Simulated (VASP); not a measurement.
# InH3 (Pmmm) in VASP: further runs

Runs on InH3. Level: PBE. Tasks: relaxation of cell and atoms, single point.

Program: VASP 6.6.1. These are calculated values, not measurements. Logs are shortened: lines on timing, memory, paths and dates and some standing lists are left out, and cuts for length are marked.

### Step 1. The cell of the first run

It takes space group Pmmm (No. 47, orthorhombic). Conventional cell: a = 3.861 Å, b = 6.493 Å, c = 7.873 Å, α = 90.00°, β = 90.00°, γ = 90.00°. In (site symmetry mm2) has 6 H at 1.91 to 2.01 Å within 2.5 Å. Within 2.5 Å of In (site symmetry mmm) lie 6 H at 1.91 to 1.93 Å. H (site symmetry mm2) has 2 In at 1.93 Å within 2.6 Å. Within 2.5 Å of H (site symmetry mmm) lie 4 H at 1.91 Å and 2 In at 2.01 Å. H (site symmetry mmm) has 2 In at 1.92 Å within 2.5 Å. H (site symmetry m) has 2 In at 1.91 Å and 2 H at 1.91 to 2.01 Å within 2.5 Å. Within 2.6 Å of H (site symmetry mmm) lie 2 In at 1.93 Å.

The cell was generated, and may not be a known phase.

### Step 2. Relaxation of cell and atoms, PBE

File INCAR:

```
PREC = Accurate
ENCUT = 600
EDIFF = 1E-7
ISMEAR = 0
SIGMA = 0.1
LREAL = F
LASPH = T
NELM = 100
ALGO = Normal
ISIF = 3
LWAVE = F
LCHARG = F
GGA = PE
IBRION = 2
NSW = 90
EDIFFG = -0.04
```

File KPOINTS:

```
Automatic mesh
0
Gamma
  4 4 2
```

File POSCAR:

```
InH3
1.0
    3.8608089800      0.0000000000      0.0000000000
    0.0000000000      6.4927883400      0.0000000000
    0.0000000000      0.0000000000      7.8726077100
In H
3 9
Direct
    0.0000000000      0.0000000000      0.2558544800
    0.0000000000      0.0000000000      0.7441455200
    0.0000000000      0.5000000000      0.0000000000
    0.5000000000      0.0000000000      0.2558544800
    0.0000000000      0.0000000000      0.0000000000
    0.0000000000      0.0000000000      0.5000000000
    0.0000000000      0.7500000000      0.1279272400
    0.0000000000      0.2500000000      0.1279272400
    0.5000000000      0.0000000000      0.7441455200
    0.0000000000      0.7500000000      0.8720727600
    0.0000000000      0.2500000000      0.8720727600
    0.5000000000      0.5000000000      0.0000000000
```

Potentials or basis: VASP PAW PBE potentials, release 64 (In_d, H).

On the command line:

```bash
cat potpaw_PBE.64/In_d/POTCAR potpaw_PBE.64/H/POTCAR > POTCAR
mpirun -np 1 vasp_std > vasp.out
```

OUTCAR:

```text
PREC = Accurate
   ENCUT = 600
   EDIFF = 1E-7
   ISMEAR = 0
   LREAL = F
   LASPH = T
   NELM = 100
   ISIF = 3
   GGA = PE
   IBRION = 2
   NSW = 90
   EDIFFG = -0.04

 ion  position               nearest neighbor table
   1  0.000  0.000  0.256-   7 1.91   8 1.91   6 1.92   4 1.93   4 1.93   5 2.01   3 3.82   3 3.82
                             2 3.84
   2  0.000  0.000  0.744-  10 1.91  11 1.91   6 1.92   9 1.93   9 1.93   5 2.01   3 3.82   3 3.82
                             1 3.84
   3  0.000  0.500  0.000-   7 1.91   8 1.91  10 1.91  11 1.91  12 1.93  12 1.93   1 3.82   1 3.82
                             2 3.82   2 3.82
   4  0.500  0.000  0.256-   1 1.93   1 1.93
   5  0.000  0.000  0.000-   1 2.01   2 2.01
   6  0.000  0.000  0.500-   1 1.92   2 1.92
   7  0.000  0.750  0.128-   1 1.91   3 1.91
   8  0.000  0.250  0.128-   1 1.91   3 1.91
   9  0.500  0.000  0.744-   2 1.93   2 1.93
  10  0.000  0.750  0.872-   2 1.91   3 1.91
  11  0.000  0.250  0.872-   2 1.91   3 1.91
  12  0.500  0.500  0.000-   3 1.93   3 1.93

  LATTYP: Found a simple orthorhombic cell.
 ALAT       =     3.8608089800
 B/A-ratio  =     1.6817170633
 C/A-ratio  =     2.0391083192

  Lattice vectors:

 A1 = (   3.8608089800,   0.0000000000,   0.0000000000)
 A2 = (   0.0000000000,   6.4927883400,   0.0000000000)
 A3 = (   0.0000000000,   0.0000000000,   7.8726077100)

Analysis of symmetry for initial positions (statically):
=====================================================================
 Subroutine PRICEL returns:
 Original cell was already a primitive cell.

 Routine SETGRP: Setting up the symmetry group for a
 simple orthorhombic supercell.

 Subroutine GETGRP returns: Found  8 space group operations
 (whereof  8 operations were pure point group operations)
 out of a pool of  8 trial point group operations.

The static configuration has the point symmetry D_2h.

Analysis of symmetry for dynamics (positions and initial velocities):
=====================================================================
 Subroutine PRICEL returns:
 Original cell was already a primitive cell.

 Routine SETGRP: Setting up the symmetry group for a
 simple orthorhombic supercell.

 Subroutine GETGRP returns: Found  8 space group operations
 (whereof  8 operations were pure point group operations)
 out of a pool of  8 trial point group operations.

The dynamic configuration has the point symmetry D_2h.

 Subroutine INISYM returns: Found  8 space group operations
 (whereof  8 operations are pure point group operations),
 and found     1 'primitive' translations

----------------------------------------------------------------------------------------

                                     Primitive cell

  volume of cell :     197.3459

  direct lattice vectors                    reciprocal lattice vectors
     3.860808980  0.000000000  0.000000000     0.259013073  0.000000000  0.000000000
     0.000000000  6.492788340  0.000000000     0.000000000  0.154017034  0.000000000
     0.000000000  0.000000000  7.872607710     0.000000000  0.000000000  0.127022714

  length of vectors
     3.860808980  6.492788340  7.872607710     0.259013073  0.154017034  0.127022714

  position of ions in fractional coordinates (direct lattice)
     0.000000000  0.000000000  0.255854480
     0.000000000  0.000000000  0.744145520
     0.000000000  0.500000000  0.000000000
     0.500000000  0.000000000  0.255854480
     0.000000000  0.000000000  0.000000000
     0.000000000  0.000000000  0.500000000
     0.000000000  0.750000000  0.127927240
     0.000000000  0.250000000  0.127927240
     0.500000000  0.000000000  0.744145520
     0.000000000  0.750000000  0.872072760
     0.000000000  0.250000000  0.872072760
     0.500000000  0.500000000  0.000000000

  ion indices of the primitive-cell ions
   primitive index   ion index
                 1           1
                 2           2
                 3           3
                 4           4
                 5           5
                 6           6
                 7           7
                 8           8
                 9           9
                10          10
                11          11
                12          12

----------------------------------------------------------------------------------------

 KPOINTS: Automatic mesh

Automatic generation of k-mesh.
 Grid dimensions read from file:
 generate k-points for:    4    4    2

 Generating k-lattice:

  Cartesian coordinates                     Fractional coordinates (reciprocal lattice)
     0.064753268  0.000000000  0.000000000     0.250000000  0.000000000  0.000000000
     0.000000000  0.038504258  0.000000000     0.000000000  0.250000000  0.000000000
     0.000000000  0.000000000  0.063511357     0.000000000  0.000000000  0.500000000

  Length of vectors
     0.064753268  0.038504258  0.063511357

  Shift w.r.t. Gamma in fractional coordinates (k-lattice)
     0.000000000  0.000000000  0.000000000

 Subroutine IBZKPT returns following result:
 ===========================================

 Found     18 irreducible k-points:

 Following reciprocal coordinates:
            Coordinates               Weight
  0.000000  0.000000  0.000000      1.000000
  0.250000  0.000000  0.000000      2.000000
  0.500000  0.000000  0.000000      1.000000
  0.000000  0.250000  0.000000      2.000000
  0.250000  0.250000  0.000000      4.000000
  0.500000  0.250000  0.000000      2.000000
[... 10 lines left out ...]
  0.250000  0.500000  0.500000      2.000000
  0.500000  0.500000  0.500000      1.000000
   k-points           NKPTS =     18   k-points in BZ     NKDIM =     18   number of bands    NBANDS=     31
   number of dos      NEDOS =    301   number of ions     NIONS =     12
   total plane-waves  NPLWV = 110592
   dimension x,y,z NGX =    32 NGY =   54 NGZ =   64
   dimension x,y,z NGXF=    64 NGYF=  108 NGZF=  128
   ions per type =               3   9
   NGX,Y,Z   is equivalent  to a cutoff of  13.78, 13.83, 13.51 a.u.
   NGXF,Y,Z  is equivalent  to a cutoff of  27.56, 27.65, 27.03 a.u.
 SYSTEM =  unknown system
   PREC   = accura    normal or accurate (medium, high low for compatibility)
   ISTART =      0    job   : 0-new  1-cont  2-samecut
   ICHARG =      2    charge: 1-file 2-atom 10-const
   ISPIN  =      1    spin polarized calculation?
   LNONCOLLINEAR =      F non collinear calculations
   LSORBIT =      F    spin-orbit coupling
   LASPH  =      T    aspherical Exc in radial PAW
   ENCUT  =  600.0 eV  44.10 Ry    6.64 a.u.   7.71 12.97 15.72*2*pi/ulx,y,z
   NELM   =    100;   NELMIN=  2; NELMDL= -5     # of ELM steps
   EDIFF  = 0.1E-06   stopping-criterion for ELM
   LREAL  =      F    real-space projection
   EDIFFG = -.4E-01   stopping-criterion for IOM
   NSW    =     90    number of steps for IOM
   IBRION =      2    ionic relax: 0-MD 1-quasi-New 2-CG
   NFREE  =      1    steps in history (QN), initial steepest desc. (CG)
   ISIF   =      3    stress and relaxation
   ISYM   =      2    0-nonsym 1-usesym 2-fastsym
   POTIM  = 0.5000    time-step for ionic-motion
   TEBEG  =    0.0;   TEEND  =   0.0 temperature during run
   PSTRESS=    0.0 pullay stress
   NELECT =      48.0000    total number of electrons
   NUPDOWN=      -1.0000    fix difference up-down
   EMIN   =  10.00;   EMAX   =-10.00  energy-range for DOS
   EFERMI =   0.00;   METHOD = LEGACY
   ISMEAR =     0;   SIGMA  =   0.10  broadening in eV -4-tet -1-fermi 0-gaus
   EFERMI_NEDOS =   21; number of points for ismear=-14 and -15
   IALGO  =     38    algorithm
   IMIX   =      4    mixing-type and parameters
     AMIX     =   0.40;   BMIX     =  1.00
     AMIX_MAG =   1.60;   BMIX_MAG =  1.00
  volume/ion in A,a.u.               =      16.45       110.98
  Fermi-wavevector in a.u.,A,eV,Ry     =   1.021910  1.931129 14.208556  1.044299
  Thomas-Fermi vector in A             =   2.155560
   LORBIT       =      0    0 simple, 1 ext, 2 COOP (PROOUT), +10 PAW based schemes
   GGA     = PE    functional components
   LHFCALC =     F    Hartree Fock is set to
   AEXX    =    0.0000 exact exchange contribution
   IVDW    =     0    specifies the selected vdW correction
   LEPSILON=     F    determine dielectric tensor
   LRPA    =     F    only Hartree local field effects (RPA)
 conjugate gradient relaxation of ions
 non-spin polarized calculation
 Gauss-broadening in eV      SIGMA  =   0.10
  energy-cutoff  :      600.00
  volume of cell :      197.35
 maximum number of plane-waves:      6616
 NGX is ok and might be reduce to    32
   NGX = 15   NGY = 25   NGZ = 31

--------------------------------------- Ionic step        1  -------------------------------------------

 number of electron      47.9999988 magnetization

 Free energy of the ion-electron system (eV)
  ---------------------------------------------------
  ext. energy  EPLUGINS =         0.00000000
  ---------------------------------------------------
  free energy    TOTEN  =       -32.91543933 eV

  energy without entropy =      -32.91049497  energy(sigma->0) =      -32.91296715

------------------------ aborting loop because EDIFF is reached ----------------------------------------

  FORCE on cell =-STRESS in cart. coord.  units (eV):
  Direction    XX          YY          ZZ          XY          YZ          ZX
  --------------------------------------------------------------------------------------
  -------------------------------------------------------------------------------------
  Total        1.0007853      3.7489059      0.6260007     -0.0000000      0.0000000      0.0000000
  in kB        8.1249989     30.4359563      5.0822639     -0.0000000      0.0000000      0.0000000
  external PRESSURE =      14.5477397 kB  Pullay stress =       0.0000000 kB
[... 119 lines left out ...]
  FREE ENERGIE OF THE ION-ELECTRON SYSTEM (eV)
  ---------------------------------------------------
  free  energy   TOTEN  =       -33.3815144254 eV

  energy  without entropy=      -33.3749681801  energy(sigma->0) =      -33.37824130

[... ionic steps 4 to 9 ...]

--------------------------------------- Ionic step       10  -------------------------------------------

 number of electron      47.9999982 magnetization

------------------------ aborting loop because EDIFF is reached ----------------------------------------

  FORCE on cell =-STRESS in cart. coord.  units (eV):
  Direction    XX          YY          ZZ          XY          YZ          ZX
  --------------------------------------------------------------------------------------
  -------------------------------------------------------------------------------------
  Total       -0.0709228      0.0634612     -0.2072815      0.0000000      0.0000000      0.0000000
  in kB       -0.5927815      0.5304164     -1.7324842      0.0000000      0.0000000      0.0000000
  external PRESSURE =      -0.5982831 kB  Pullay stress =       0.0000000 kB
[... 77 lines left out ...]
  energy  without entropy=      -33.9292633467  energy(sigma->0) =      -33.93421673

--------------------------------------- Ionic step       12  -------------------------------------------

 number of electron      47.9999983 magnetization

 Free energy of the ion-electron system (eV)
  ---------------------------------------------------
  ext. energy  EPLUGINS =         0.00000000
  ---------------------------------------------------
  free energy    TOTEN  =       -33.94042760 eV

  energy without entropy =      -33.93052443  energy(sigma->0) =      -33.93547601

 E-fermi :   0.8660     XC(G=0):  -7.0223

 val. band max:        0.8421043315   @ k =   0.0000   0.5000   0.5000
 cond. band min:       0.8887524158   @ k =   0.0000   0.5000   0.0000
 fundamental gap:      0.0466480842
 Fermi energy:         0.8660459015

 k-point     1 :       0.0000    0.0000    0.0000
  band No.  band energies     occupation
      1     -13.7300      2.00000
      2     -13.6034      2.00000
      3     -13.6020      2.00000
      4     -13.4874      2.00000
      5     -13.4305      2.00000
      6     -13.3854      2.00000
[... 640 lines left out ...]
  FREE ENERGIE OF THE ION-ELECTRON SYSTEM (eV)
  ---------------------------------------------------
  free  energy   TOTEN  =       -33.9404276019 eV

  energy  without entropy=      -33.9305244271  energy(sigma->0) =      -33.93547601

 reached required accuracy - stopping structural energy minimisation
```

Run time: 13 min. Hardware: 1 thread of Intel Xeon 6975P-C (Granite Rapids), shared host; peak memory 0.41 GiB.

Results:

```yaml
Free_energy: -33.9404 eV
Relaxed_volume: 15.94 Å³/atom
Relaxed_cell: a = 3.853 Å, b = 6.557 Å, c = 7.571 Å, α = 90.00°, β = 90.00°, γ = 90.00°
Space_group_after_relaxing_to_0.1_Å: Pmmm (No. 47)
Energy_gained_by_relaxing: 85.4 meV/atom
Ionic_steps: 12
Pressure_after_relaxing: 0.0 GPa
Largest_force_after_relaxing: 0.035 eV/Å
Band_gap_on_the_k_mesh: zero (bands 24 and 25 overlap by 0.44 eV)
```

Forces on the atoms (eV/Å):
```
In   0.000  0.000 -0.008
In   0.000  0.000  0.008
In   0.000  0.000  0.000
H    0.000  0.000 -0.035
H    0.000  0.000  0.000
H    0.000  0.000  0.000
H    0.000 -0.021  0.001
H    0.000  0.021  0.001
H    0.000  0.000  0.035
H    0.000 -0.021 -0.001
H    0.000  0.021 -0.001
H    0.000  0.000  0.000
```

Step by step:
```csv
step,energy change (eV),largest force (eV/Å),pressure (GPa),volume (Å³)
1,0.0000,0.7675,1.45,197.35
2,-0.2068,0.7015,0.60,201.63
3,-0.4661,0.5104,-1.52,214.72
4,-0.6326,0.4400,-1.25,210.52
5,-0.8108,0.3697,-0.18,199.27
6,-0.9806,0.2265,0.00,193.68
7,-1.0023,0.3518,0.15,190.99
8,-1.0155,0.2940,0.01,191.55
9,-1.0211,0.0669,0.04,191.36
10,-1.0236,0.0508,-0.06,191.69
11,-1.0237,0.0455,-0.09,191.81
12,-1.0250,0.0346,0.02,191.28
```

Final structure:
```cif
data_structure
_symmetry_space_group_name_H-M 'P 1'
_symmetry_Int_Tables_number 1
_cell_length_a 3.8527
_cell_length_b 6.5573
_cell_length_c 7.5712
_cell_angle_alpha 90.000
_cell_angle_beta 90.000
_cell_angle_gamma 90.000
_cell_volume 191.28
loop_
_atom_site_label
_atom_site_type_symbol
_atom_site_fract_x
_atom_site_fract_y
_atom_site_fract_z
_atom_site_occupancy
In1 In 0.00000 0.00000 0.24625 1
In2 In 0.00000 0.00000 0.75375 1
In3 In 0.00000 0.50000 0.00000 1
H1 H 0.50000 0.00000 0.27027 1
H2 H 0.00000 0.00000 0.00000 1
H3 H 0.00000 0.00000 0.50000 1
H4 H 0.00000 0.70688 0.18751 1
H5 H 0.00000 0.29312 0.18751 1
H6 H 0.50000 0.00000 0.72973 1
H7 H 0.00000 0.70688 0.81249 1
H8 H 0.00000 0.29312 0.81249 1
H9 H 0.50000 0.50000 0.00000 1
```

Levels at points of the mesh, in eV from the Fermi level:
```
           k point  band 20  band 21  band 22  band 23  band 24  band 25  band 26  band 27  band 28  band 29
(0.00, 0.00, 0.00)    -4.34    -2.53    -2.29    -0.11     0.10     3.24     3.73     3.73     4.41     4.75
(0.50, 0.00, 0.00)    -4.05    -4.03    -3.91    -3.78    -2.16    -0.12     2.51     4.44     4.53     4.59
(0.00, 0.50, 0.00)    -4.18    -1.70    -1.69    -0.25     0.02     3.12     3.99     4.15     4.59     4.75
(0.50, 0.50, 0.00)    -4.31    -4.24    -4.05    -3.77    -1.11     1.01     2.18     4.03     4.36     4.80
(0.00, 0.00, 0.50)    -3.35    -2.67    -2.41    -1.31     0.03     3.27     3.98     4.36     4.42     4.71
(0.50, 0.00, 0.50)    -3.92    -3.89    -3.86    -2.96    -2.26    -0.34     1.39     4.80     4.91     5.11
(0.00, 0.50, 0.50)    -2.53    -2.49    -1.63    -1.55    -0.02     3.14     3.93     4.00     4.61     4.74
(0.50, 0.50, 0.50)    -4.27    -4.24    -3.83    -1.93    -1.39     0.54     1.30     3.49     4.30     4.39
```

Caveat: the k points lie up to 0.41 Å⁻¹ apart in the final cell; spin-orbit coupling is left out, which moves the levels of the heavy elements.

### Step 3. Single point, PBE

This run uses another cell than the first one, of 15.92 Å³/atom.

File INCAR:

```
SYSTEM = InH3
PREC = Accurate
ENCUT = 520
EDIFF = 1E-6
ISMEAR = 0
SIGMA = 0.1
LREAL = .False.
LASPH = .True.
NELM = 80
ALGO = Normal
ISIF = 2
LWAVE = .False.
LCHARG = .True.
GGA = PE
LELF = .True.
LVHAR = .True.
NBANDS = 36
```

File KPOINTS:

```
regular mesh
0
Gamma
  10 6 6
  0 0 0
```

File POSCAR:

```
InH3
1.0
    3.8608222934      0.0000000000      0.0000000000
    0.0000000000      6.5695797707      0.0000000000
    0.0000000000      0.0000000000      7.5325591923
In H
3 9
Direct
    0.0000000000      0.0000000000      0.2459649273
    0.0000000000      0.0000000000      0.7540350727
    0.0000000000      0.5000000000      0.0000000000
    0.5000000000      0.0000000000      0.2623978411
    0.0000000000      0.0000000000      0.0000000000
    0.0000000000      0.0000000000      0.5000000000
    0.0000000000      0.7055010130      0.1888534310
    0.0000000000      0.2944989870      0.1888534310
    0.5000000000      0.0000000000      0.7376021589
    0.0000000000      0.7055010130      0.8111465690
    0.0000000000      0.2944989870      0.8111465690
    0.5000000000      0.5000000000      0.0000000000
```

Potentials or basis: VASP PAW PBE potentials, release 64 (In_d, H).

On the command line:

```bash
cat potpaw_PBE.64/In_d/POTCAR potpaw_PBE.64/H/POTCAR > POTCAR
mpirun -np 1 vasp_std > vasp.out
```

Run time: 6.5 min. Hardware: 1 thread of Intel Xeon 6975P-C (Granite Rapids), shared host; peak memory 0.59 GiB.

The run converged. Its results:

- Free energy: -33.9228 eV
- Pressure: -0.1 GPa
- Largest force: 0.007 eV/Å
- Band gap on the k mesh: zero (bands 24 and 25 overlap by 0.44 eV)

Forces in eV/Å, atoms in the order of the input:
```
In   0.000  0.000 -0.007
In   0.000  0.000  0.007
In   0.000  0.000  0.000
H    0.000  0.000  0.001
H    0.000  0.000  0.000
H    0.000  0.000  0.000
H    0.000  0.003  0.000
H    0.000 -0.003  0.000
H    0.000  0.000 -0.001
H    0.000  0.003  0.000
H    0.000 -0.003  0.000
H    0.000  0.000  0.000
```

Levels at points of the mesh, in eV from the Fermi level:
```tsv
k point	band 22	band 23	band 24	band 25	band 26	band 27
(0.00, 0.00, 0.00)	-2.19	-0.01	0.21	3.34	3.80	3.99
(0.50, 0.00, 0.00)	-3.82	-3.75	-2.06	-0.07	2.63	4.60
(0.00, 0.50, 0.00)	-1.59	-0.10	0.15	3.22	4.09	4.20
(0.50, 0.50, 0.00)	-3.91	-3.69	-1.07	1.10	2.25	4.24
(0.00, 0.00, 0.50)	-2.23	-1.28	0.11	3.51	4.06	4.40
(0.50, 0.00, 0.50)	-3.77	-2.87	-2.17	-0.23	1.46	4.89
(0.00, 0.50, 0.50)	-1.58	-1.42	0.07	3.23	3.91	4.07
(0.50, 0.50, 0.50)	-3.76	-1.81	-1.34	0.65	1.40	3.53
```

Caveat: spin-orbit coupling is left out, which moves the levels of the heavy elements.

The gap in the log of VASP goes by the Fermi energy; the results here count the filled bands.